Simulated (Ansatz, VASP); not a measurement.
## Two plane-wave programs on Zn

The input INCAR:

```
PREC = Accurate
ENCUT = 520
EDIFF = 1E-6
ISMEAR = 0
SIGMA = 0.1
LREAL = False
LASPH = True
NELM = 60
ALGO = Normal
ISIF = 2
LWAVE = False
LCHARG = True
LELF = True
LVHAR = True
NBANDS = 12
```

File KPOINTS:

```
regular mesh
0
Gamma
  18 18 18
```

The input POSCAR:

```
Zn
1.0
   -1.5371855489      1.5371855489      1.5371855489
    1.5371855489     -1.5371855489      1.5371855489
    1.5371855489      1.5371855489     -1.5371855489
Zn
1
Direct
    0.0000000000      0.0000000000      0.0000000000
```

Input for Ansatz:

```yaml
crystal:
  lattice:
    - [-1.5371855489, 1.5371855489, 1.5371855489]
    - [1.5371855489, -1.5371855489, 1.5371855489]
    - [1.5371855489, 1.5371855489, -1.5371855489]
  atoms:
    - { symbol: Zn, position: [0.0, 0.0, 0.0] }
basis:
  ecutwfc: 420
kpoints:
  mp_grid: { grid: [18, 18, 18] }
hamiltonian:
  xc: lda
scf:
  occupations: { method: gaussian, width: 0.1 }
output:
  forces: true
  stress: true
  eigenvalues: true
  populations: true
  write_density: true
  write_potential: true
  elf: true
  volumetric_format: npy
```

Alike in both runs: task single point; functional LDA; k mesh 18 × 18 × 18; occupations gaussian, width 0.1 eV; no spin polarisation.

|  | VASP | Ansatz |
| --- | --- | --- |
| version | VASP 6.6.1 | Ansatz 0.2.0 |
| potentials or method | VASP PAW LDA potentials, release 64 (Zn), cutoff 520 eV | scalar-relativistic, plane waves, PAW |
| valence electrons in the cell | 12 | 12 |

Ansatz gave:

| Item | Value |
| --- | --- |
| gap on the k mesh at the Fermi level (eV) | none |
| pressure (GPa) | -4.8 |

Q: Which values does VASP return?

A: gap on the k mesh at the Fermi level (eV): none; pressure (GPa): -4.2.

LDA's correlation is that of Perdew and Zunger in VASP and of Perdew and Wang (1992) in Ansatz. A gap of «none» marks a metal or a gap that the smearing closes.
